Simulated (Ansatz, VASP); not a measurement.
PbS in VASP and in Ansatz

The input INCAR:

```
PREC = Accurate
ENCUT = 500
EDIFF = 1E-6
ISMEAR = 0
SIGMA = 0.01
LREAL = False
LASPH = True
NELM = 120
ALGO = Normal
ISIF = 2
LWAVE = False
LCHARG = False
GGA = PE
NBANDS = 17
GGA_COMPAT = False
```

KPOINTS

```
regular mesh
0
Gamma
  6 6 6
```

The input POSCAR:

```
PbS
1.0
    0.0000000000      2.9120594318      2.9120594318
    2.9120594318      0.0000000000      2.9120594318
    2.9120594318      2.9120594318      0.0000000000
Pb S
1 1
Direct
    0.0000000000      0.0000000000      0.0000000000
    0.5000000000      0.5000000000      0.5000000000
```

Input for Ansatz:

```yaml
crystal:
  lattice:
    - [0.0, 2.9120594317881365, 2.9120594317881365]
    - [2.9120594317881365, 0.0, 2.9120594317881365]
    - [2.9120594317881365, 2.9120594317881365, 0.0]
  atoms:
    - { symbol: Pb, position: [0.0, 0.0, 0.0] }
    - { symbol: S, position: [0.5, 0.5, 0.5] }
basis:
  ecutwfc: 500.0
kpoints:
  mp_grid:
    grid: [6, 6, 6]
hamiltonian:
  xc: pbe
scf:
  occupations:
    method: fixed
output:
  stress: true
```

Alike in both runs: task single point; functional PBE; k mesh 6 × 6 × 6; no spin polarisation.

|  | VASP | Ansatz |
| --- | --- | --- |
| version | VASP 6.6.1 | Ansatz 0.2.0 |
| potentials or method | VASP PAW PBE potentials, release 64 (Pb_d, S), cutoff 500 eV | plane waves, PAW |
| occupations | gaussian, width 0.01 eV | fixed |
| valence electrons in the cell | 20 | 20 |

|  | VASP | Ansatz | Ansatz less VASP |
| --- | --- | --- | --- |
| pressure (GPa) | 5.9 | 6.0 | +0.09 |

Spin-orbit coupling is off throughout.
